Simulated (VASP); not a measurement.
## LiNi3Pd: single point with PBE

LiNi3Pd:

```
CELL_PARAMETERS angstrom
3.74810 0.00000 0.00000
0.00000 3.74810 0.00000
0.00000 0.00000 3.74810
ATOMIC_POSITIONS crystal
Li 0.00000 0.00000 0.00000
Ni 0.00000 0.50000 0.50000
Ni 0.50000 0.00000 0.50000
Ni 0.50000 0.50000 0.00000
Pd 0.50000 0.50000 0.50000
```

- Program: VASP 6.6.1
- Task: single point
- Functional: PBE
- Potentials or basis: VASP PAW PBE potentials, release 64 (Li_sv, Ni, Pd)
- Cutoff: 520 eV
- k mesh: 6 × 6 × 6
- Occupations: gaussian, width 0.1 eV
- Spin: collinear spin, ferromagnetic start
- Starting moments: [0.0, 2.0, 2.0, 2.0, 0.0] μB

```json
{
  "Net moment": "0.00 μB per cell"
}
```

Levels at points of the mesh, in eV from the Fermi level:
Spin up:
| k point | band 18 | band 19 | band 20 | band 21 | band 22 | band 23 | band 24 | band 25 | band 26 | band 27 |
| --- | --- | --- | --- | --- | --- | --- | --- | --- | --- | --- |
| (0.00, 0.00, 0.00) | 0.62 | 0.62 | 0.62 | 0.75 | 0.75 | 0.75 | 1.05 | 1.05 | 8.40 | 8.40 |
| (0.50, 0.00, 0.00) | -1.34 | -1.19 | -0.21 | -0.21 | 0.61 | 0.90 | 4.41 | 4.41 | 6.19 | 6.19 |
| (0.50, 0.50, 0.00) | -1.44 | -1.16 | -0.61 | -0.23 | -0.23 | -0.21 | -0.21 | 1.15 | 8.40 | 8.98 |
| (0.50, 0.50, 0.50) | -1.20 | -1.20 | -1.03 | -1.03 | -1.03 | 0.91 | 0.91 | 0.91 | 2.45 | 2.45 |
Spin down:
```tsv
k point	band 19	band 20	band 21	band 22	band 23	band 24	band 25	band 26
(0.00, 0.00, 0.00)	0.62	0.62	0.75	0.75	0.75	1.05	1.05	8.40
(0.50, 0.00, 0.00)	-1.19	-0.21	-0.21	0.61	0.90	4.41	4.41	6.19
(0.50, 0.50, 0.00)	-1.16	-0.61	-0.23	-0.23	-0.21	-0.21	1.15	8.40
(0.50, 0.50, 0.50)	-1.20	-1.03	-1.03	-1.03	0.91	0.91	0.91	2.45
```

It took 45 s on 1 thread of Intel(R) Xeon(R) 6975P-C (Granite Rapids) (shared host), peak memory 0.21 GiB.

Caveat: the moments typed at the start vanished in this run.
